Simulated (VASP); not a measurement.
AlGa3N4, 8 atoms in the cell. It takes space group Cmm2 (No. 35, orthorhombic). The conventional cell has a = 6.318 Å, b = 6.318 Å, c = 4.468 Å, α = 90.00°, β = 90.00°, γ = 90.00°. Al (site symmetry mm2) has 4 N at 1.89 to 1.90 Å within 2.5 Å. Ga (site symmetry mm2) has 4 N at 1.93 to 1.97 Å within 2.6 Å. Ga (site symmetry 2) has 4 N at 1.94 to 1.96 Å within 2.6 Å. Within 2.5 Å of N (site symmetry m) lie 1 Al at 1.89 Å and 3 Ga at 1.93 to 1.96 Å. N (site symmetry m) has 1 Al at 1.90 Å and 3 Ga at 1.94 to 1.97 Å within 2.5 Å.  This cell differs from its parent crystal: mode 4 frozen in at +0.000 Å and mode 15 at -0.020 Å (largest displacements).

* Program: VASP 6.6.1
* Task: single point
* Functional: PBEsol
* Potentials or basis: VASP PAW PBE potentials, release 64 (Al, Ga_d, N)
* Cutoff: 520 eV
* k mesh: 6 × 6 × 6
* Occupations: gaussian, width 0.05 eV
* Spin: no spin polarisation
* Dipole correction: no
* Further INCAR settings: ALGO = Normal; EDIFF = 1e-07; NBANDS = 41

Potentials or basis: VASP PAW PBE potentials, release 64 (Al, Ga_d, N).

Command:

```sh
$ cat potpaw_PBE.64/Al/POTCAR potpaw_PBE.64/Ga_d/POTCAR potpaw_PBE.64/N/POTCAR > POTCAR
$ mpirun -np 1 vasp_std > vasp.out
```

Hardware: 1 thread of Intel(R) Xeon(R) Platinum 8259CL CPU @ 2.50GHz (Skylake/Cascade Lake), on a shared host.

Q: Estimate the wall time of this run.

A: Run time: 5.8 min on 1 thread of Intel(R) Xeon(R) Platinum 8259CL CPU @ 2.50GHz (Skylake/Cascade Lake) (shared host), peak memory 0.29 GiB. Counts: scf iterations 15, k points 52.
